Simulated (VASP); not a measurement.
# SiO2 (P4_12_12) in VASP: a series of runs

The runs below take SiO2 through electric field gradients, with PBE, r2SCAN.

Program: VASP 6.6.1. These are calculated values, not measurements. Logs are shortened: lines on timing, memory, paths and dates and some standing lists are left out, and cuts for length are marked.

## 1. The cell of the first run

The structure is tetragonal, space group P4_12_12 (No. 92). The conventional cell has a = 4.979 Å, b = 4.979 Å, c = 6.950 Å, α = 90.00°, β = 90.00°, γ = 90.00°. Within 2.1 Å of Si (site symmetry 2) lie 4 O at 1.60 to 1.61 Å. Within 2.1 Å of O (site symmetry 1) lie 2 Si at 1.60 to 1.61 Å.

## 2. Electric field gradients, PBE

Contents of INCAR:

```
  ALGO = Normal
  EDIFF = 1E-8
  ENCUT = 520
  GGA = PE
  ISIF = 2
  ISMEAR = -1
  LASPH = True
  LCHARG = False
  LEFG = True
  LREAL = False
  LWAVE = False
  NBANDS = 44
  NELM = 100
  PREC = Accurate
  SIGMA = 0.02
```

Contents of KPOINTS:

```
k-points
0
Gamma
  5 5 4
```

Contents of POSCAR:

```
SiO2
1.0
    4.9790000000      0.0000000000      0.0000000000
    0.0000000000      4.9790000000      0.0000000000
    0.0000000000      0.0000000000      6.9500000000
Si O
4 8
Direct
    0.3001700000      0.3001700000      0.0000000000
    0.1998300000      0.8001700000      0.2500000000
    0.6998300000      0.6998300000      0.5000000000
    0.8001700000      0.1998300000      0.7500000000
    0.2394400000      0.1049200000      0.1785200000
    0.3950800000      0.7394400000      0.4285200000
    0.7605600000      0.8950800000      0.6785200000
    0.6049200000      0.2605600000      0.9285200000
    0.7394400000      0.3950800000      0.5714800000
    0.8950800000      0.7605600000      0.3214800000
    0.2605600000      0.6049200000      0.0714800000
    0.1049200000      0.2394400000      0.8214800000
```

Potentials or basis: VASP PAW PBE potentials, release 64 (Si, O).

Run with:

```
$ cat potpaw_PBE.64/Si/POTCAR potpaw_PBE.64/O/POTCAR > POTCAR
$ mpirun -np 1 vasp_std > vasp.out
```

OUTCAR:

```text
EDIFF = 1E-8
   ENCUT = 520
   GGA = PE
   ISIF = 2
   ISMEAR = -1
   LASPH = True
   LREAL = False
   NELM = 100
   PREC = Accurate

 ion  position               nearest neighbor table
   1  0.300  0.300  0.000-   5 1.60  12 1.60  11 1.61   8 1.61   2 3.08   4 3.08   2 3.08   4 3.08

   2  0.200  0.800  0.250-   6 1.60  11 1.60  10 1.61   5 1.61   1 3.08   3 3.08   1 3.08   3 3.08

   3  0.700  0.700  0.500-   7 1.60  10 1.60   9 1.61   6 1.61   2 3.08   4 3.08   4 3.08   2 3.08

   4  0.800  0.200  0.750-   8 1.60   9 1.60   7 1.61  12 1.61   1 3.08   3 3.08   3 3.08   1 3.08

   5  0.239  0.105  0.179-   1 1.60   2 1.61
   6  0.395  0.739  0.429-   2 1.60   3 1.61
   7  0.761  0.895  0.679-   3 1.60   4 1.61
   8  0.605  0.261  0.929-   4 1.60   1 1.61
   9  0.739  0.395  0.571-   4 1.60   3 1.61
  10  0.895  0.761  0.321-   3 1.60   2 1.61
  11  0.261  0.605  0.071-   2 1.60   1 1.61
  12  0.105  0.239  0.821-   1 1.60   4 1.61

  LATTYP: Found a simple tetragonal cell.
 ALAT       =     4.9790000000
 C/A-ratio  =     1.3958626230

  Lattice vectors:

 A1 = (   4.9790000000,   0.0000000000,   0.0000000000)
 A2 = (   0.0000000000,   4.9790000000,   0.0000000000)
 A3 = (   0.0000000000,   0.0000000000,   6.9500000000)

Analysis of symmetry for initial positions (statically):
=====================================================================
 Subroutine PRICEL returns:
 Original cell was already a primitive cell.

 Routine SETGRP: Setting up the symmetry group for a
 simple tetragonal supercell.

 Subroutine GETGRP returns: Found  8 space group operations
 (whereof  2 operations were pure point group operations)
 out of a pool of 16 trial point group operations.

The static configuration has the point symmetry C_2 .
 The point group associated with its full space group is D_4 .

Analysis of symmetry for dynamics (positions and initial velocities):
=====================================================================
 Subroutine PRICEL returns:
 Original cell was already a primitive cell.

 Routine SETGRP: Setting up the symmetry group for a
 simple tetragonal supercell.

 Subroutine GETGRP returns: Found  8 space group operations
 (whereof  2 operations were pure point group operations)
 out of a pool of 16 trial point group operations.

The dynamic configuration has the point symmetry C_2 .
 The point group associated with its full space group is D_4 .

 Subroutine INISYM returns: Found  8 space group operations
 (whereof  2 operations are pure point group operations),
 and found     1 'primitive' translations

----------------------------------------------------------------------------------------

                                     Primitive cell

  volume of cell :     172.2936

  direct lattice vectors                    reciprocal lattice vectors
     4.979000000  0.000000000  0.000000000     0.200843543  0.000000000  0.000000000
     0.000000000  4.979000000  0.000000000     0.000000000  0.200843543  0.000000000
     0.000000000  0.000000000  6.950000000     0.000000000  0.000000000  0.143884892

  length of vectors
     4.979000000  4.979000000  6.950000000     0.200843543  0.200843543  0.143884892

  position of ions in fractional coordinates (direct lattice)
     0.300170000  0.300170000  0.000000000
     0.199830000  0.800170000  0.250000000
     0.699830000  0.699830000  0.500000000
     0.800170000  0.199830000  0.750000000
     0.239440000  0.104920000  0.178520000
     0.395080000  0.739440000  0.428520000
     0.760560000  0.895080000  0.678520000
     0.604920000  0.260560000  0.928520000
     0.739440000  0.395080000  0.571480000
     0.895080000  0.760560000  0.321480000
     0.260560000  0.604920000  0.071480000
     0.104920000  0.239440000  0.821480000

  ion indices of the primitive-cell ions
   primitive index   ion index
                 1           1
                 2           2
[... 97 lines left out ...]
  Fermi-wavevector in a.u.,A,eV,Ry     =   1.176825  2.223876 18.842934  1.384917
  Thomas-Fermi vector in A             =   2.313182
   LORBIT       =      0    0 simple, 1 ext, 2 COOP (PROOUT), +10 PAW based schemes
   GGA     = PE    functional components
   LHFCALC =     F    Hartree Fock is set to
   AEXX    =    0.0000 exact exchange contribution
   IVDW    =     0    specifies the selected vdW correction
   LEPSILON=     F    determine dielectric tensor
   LRPA    =     F    only Hartree local field effects (RPA)
 non-spin polarized calculation
  energy-cutoff  :      520.00
  volume of cell :      172.29
 maximum number of plane-waves:      4668
 NGX is ok and might be reduce to    40
   NGX = 19   NGY = 19   NGZ = 25

 number of electron      63.9999993 magnetization

 Free energy of the ion-electron system (eV)
  ---------------------------------------------------
  ext. energy  EPLUGINS =         0.00000000
  ---------------------------------------------------
  free energy    TOTEN  =       -94.80008459 eV

  energy without entropy =      -94.80008459  energy(sigma->0) =      -94.80008459

 E-fermi :   0.5851     XC(G=0):  -8.3941

 val. band max:        0.1069338272   @ k =   0.0000   0.0000   0.0000
 cond. band min:       5.8748722959   @ k =   0.0000   0.0000   0.0000
 fundamental gap:      5.7679384687
 Fermi energy:         0.5851469666

 k-point     1 :       0.0000    0.0000    0.0000
  band No.  band energies     occupation
      1     -19.3968      2.00000
      2     -18.4901      2.00000
      3     -18.4901      2.00000
      4     -17.3158      2.00000
      5     -17.2630      2.00000
      6     -17.2605      2.00000
[... 835 lines left out ...]
     43      11.0231      0.00000
     44      11.0231      0.00000

------------------------ aborting loop because EDIFF is reached ----------------------------------------

  FORCE on cell =-STRESS in cart. coord.  units (eV):
  Direction    XX          YY          ZZ          XY          YZ          ZX
  --------------------------------------------------------------------------------------
  -------------------------------------------------------------------------------------
  Total        6.6596604      6.6596604      7.3997369      0.0000000      0.0000000      0.0000000
  in kB       61.9289344     61.9289344     68.8109895      0.0000000      0.0000000      0.0000000
  external PRESSURE =      64.2229527 kB  Pullay stress =       0.0000000 kB

 VOLUME and BASIS-vectors are now :
 -----------------------------------------------------------------------------
  energy-cutoff  :      520.00
  volume of cell :      172.29
      direct lattice vectors                 reciprocal lattice vectors
     4.979000000  0.000000000  0.000000000     0.200843543  0.000000000  0.000000000
     0.000000000  4.979000000  0.000000000     0.000000000  0.200843543  0.000000000
     0.000000000  0.000000000  6.950000000     0.000000000  0.000000000  0.143884892

 POSITION                                       TOTAL-FORCE (eV/Angst)
 -----------------------------------------------------------------------------------
      1.49455      1.49455      0.00000         0.086538      0.086538      0.000000
      0.99495      3.98405      1.73750        -0.086538      0.086538      0.000000
      3.48445      3.48445      3.47500        -0.086538     -0.086538      0.000000
      3.98405      0.99495      5.21250         0.086538     -0.086538      0.000000
      1.19217      0.52240      1.24071        -0.073975      0.099425      0.398552
      1.96710      3.68167      2.97821        -0.099425     -0.073975      0.398552
      3.78683      4.45660      4.71571         0.073975     -0.099425      0.398552
      3.01190      1.29733      6.45321         0.099425      0.073975      0.398552
      3.68167      1.96710      3.97179        -0.073975     -0.099425     -0.398552
      4.45660      3.78683      2.23429        -0.099425      0.073975     -0.398552
      1.29733      3.01190      0.49679         0.073975      0.099425     -0.398552
      0.52240      1.19217      5.70929         0.099425     -0.073975     -0.398552
 -----------------------------------------------------------------------------------
    total drift:                                0.000000     -0.000000     -0.000000

  FREE ENERGIE OF THE ION-ELECTRON SYSTEM (eV)
  ---------------------------------------------------
  free  energy   TOTEN  =       -94.8000845888 eV

  energy  without entropy=      -94.8000845888  energy(sigma->0) =      -94.80008459

 Electric field gradients (V/A^2)
---------------------------------------------------------------------
 ion       V_xx      V_yy      V_zz      V_xy      V_xz      V_yz
---------------------------------------------------------------------
   1       0.414     0.414    -0.827     0.047     2.073    -2.073
   2       0.414     0.414    -0.827    -0.047     2.073     2.073
   3       0.414     0.414    -0.827     0.047    -2.073     2.073
   4       0.414     0.414    -0.827    -0.047    -2.073    -2.073
   5     -46.188    43.474     2.714    18.176   -13.460   -57.118
   6      43.474   -46.188     2.714   -18.176    57.118   -13.460
   7     -46.188    43.474     2.714    18.176    13.460    57.118
   8      43.474   -46.188     2.714   -18.176   -57.118    13.460
   9     -46.188    43.474     2.714   -18.176    13.460   -57.118
  10      43.474   -46.188     2.714    18.176   -57.118   -13.460
  11     -46.188    43.474     2.714   -18.176   -13.460    57.118
  12      43.474   -46.188     2.714    18.176    57.118    13.460
---------------------------------------------------------------------

 Electric field gradients after diagonalization (V/A^2)
 (convention: |V_zz| > |V_xx| > |V_yy|)
----------------------------------------------------------------------
 ion       V_xx      V_yy      V_zz     asymmetry (V_yy - V_xx)/ V_zz
----------------------------------------------------------------------
   1       2.762     0.461    -3.223       0.714
   2       2.762     0.461    -3.223       0.714
   3       2.762     0.461    -3.223       0.714
   4       2.762     0.461    -3.223       0.714
   5     -50.032   -37.530    87.562       0.143
   6     -50.032   -37.530    87.562       0.143
   7     -50.032   -37.530    87.562       0.143
   8     -50.032   -37.530    87.562       0.143
   9     -50.032   -37.530    87.562       0.143
  10     -50.032   -37.530    87.562       0.143
  11     -50.032   -37.530    87.562       0.143
  12     -50.032   -37.530    87.562       0.143
----------------------------------------------------------------------

           NMR quadrupolar parameters

 Cq : quadrupolar parameter    Cq=e*Q*V_zz/h
 eta: asymmetry parameters     (V_yy - V_xx)/ V_zz
 Q  : nuclear electric quadrupole moment in mb (millibarn)
----------------------------------------------------------------------
 ion       Cq(MHz)       eta       Q (mb)
----------------------------------------------------------------------
   1      -0.008       0.714       1.000
   2      -0.008       0.714       1.000
   3      -0.008       0.714       1.000
   4      -0.008       0.714       1.000
   5       0.212       0.143       1.000
   6       0.212       0.143       1.000
   7       0.212       0.143       1.000
   8       0.212       0.143       1.000
   9       0.212       0.143       1.000
  10       0.212       0.143       1.000
  11       0.212       0.143       1.000
  12       0.212       0.143       1.000
----------------------------------------------------------------------
```

Run time: 99 s. Hardware: 1 thread of Intel Xeon Platinum 8488C (Sapphire Rapids), shared host; peak memory 0.31 GiB.

What came out:

```
Free energy                             : -94.8001 eV
Pressure                                : 6.4 GPa
Largest force                           : 0.417 eV/Å
Band gap on the k mesh                  : 5.77 eV
Largest electric field gradient by atom : Si -3.2; O +87.6 V/Å²
```

Forces on the atoms (eV/Å):
```
Si   0.087  0.087  0.000
Si  -0.087  0.087  0.000
Si  -0.087 -0.087  0.000
Si   0.087 -0.087  0.000
O   -0.074  0.099  0.399
O   -0.099 -0.074  0.399
O    0.074 -0.099  0.399
O    0.099  0.074  0.399
O   -0.074 -0.099 -0.399
O   -0.099  0.074 -0.399
O    0.074  0.099 -0.399
O    0.099 -0.074 -0.399
```

Stress tensor (GPa, compression positive):
```
6.19 0.00 0.00
0.00 6.19 0.00
0.00 0.00 6.88
```

Electric field gradients, principal values (V/Å²):
```
atom    least   middle  greatest (by size)
1 Si    0.461    2.762              -3.223
2 Si    0.461    2.762              -3.223
3 Si    0.461    2.762              -3.223
4 Si    0.461    2.762              -3.223
 5 O  -37.530  -50.032              87.562
 6 O  -37.530  -50.032              87.562
 7 O  -37.530  -50.032              87.562
 8 O  -37.530  -50.032              87.562
 9 O  -37.530  -50.032              87.562
10 O  -37.530  -50.032              87.562
11 O  -37.530  -50.032              87.562
12 O  -37.530  -50.032              87.562
```

Caveat: the cell stands under pressure; without QUAD_EFG the Cq values of the log hold for a quadrupole moment of 1 mb, not for the nuclei; an odd mesh through Γ misses points on the zone boundary, where band edges can lie.

[end of part 1 of 2]
